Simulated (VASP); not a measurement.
## BeS: single point with PBE

The system is BeS.

```
CELL_PARAMETERS angstrom
0.01192 2.31439 2.31439
2.31439 0.01192 2.31439
2.31439 2.31439 0.01192
ATOMIC_POSITIONS crystal
Be 0.00000 0.00000 0.00000
S 0.50000 0.50000 0.50000
```

This cell differs from its parent crystal: epitaxial 111 strain -0.6%.

* Program: VASP 6.6.1
* Task: single point
* Functional: PBE
* Potentials or basis: VASP PAW PBE potentials, release 64 (Be, S)
* Cutoff: 520 eV
* k mesh: 10 × 10 × 10
* Occupations: fermi-dirac, width 0.02 eV
* Spin: no spin polarisation
* Dipole correction: no
* Further INCAR settings: ALGO = Normal; EDIFF = 1e-06; NBANDS = 11

The pressure is 0.8 GPa. The band gap on the k mesh is 1.00 eV (least direct gap 4.15 eV).

Stress tensor (GPa, compression positive):
```
 0.80 -0.61 -0.61
-0.61  0.80 -0.61
-0.61 -0.61  0.80
```

Levels at points of the mesh, in eV from the valence-band top:
| k point | band 1 | band 2 | band 3 | band 4 | band 5 | band 6 | band 7 | band 8 | band 9 |
| --- | --- | --- | --- | --- | --- | --- | --- | --- | --- |
| (0.00, 0.00, 0.00) | -15.18 | -0.37 | -0.25 | -0.25 | 5.43 | 8.73 | 8.89 | 8.89 | 9.65 |
| (0.50, 0.00, 0.00) | -12.87 | -7.27 | -0.54 | -0.50 | 3.87 | 3.95 | 4.15 | 10.28 | 15.48 |
| (0.50, 0.50, 0.00) | -11.81 | -6.85 | -3.25 | -3.16 | 1.00 | 4.30 | 11.87 | 11.90 | 13.74 |
| (0.50, 0.50, 0.50) | -12.92 | -7.31 | -0.45 | -0.45 | 4.00 | 4.00 | 4.25 | 10.37 | 15.52 |

Wall time 7.8 s on 1 thread of Intel(R) Xeon(R) 6975P-C (Granite Rapids), with other jobs on the host, peak memory 0.15 GiB.

Caveat: the cell differs from its parent crystal (epitaxial 111 strain -0.6%); the structure was generated, so it needn't be the stable form of BeS. A k mesh can miss the band edges.
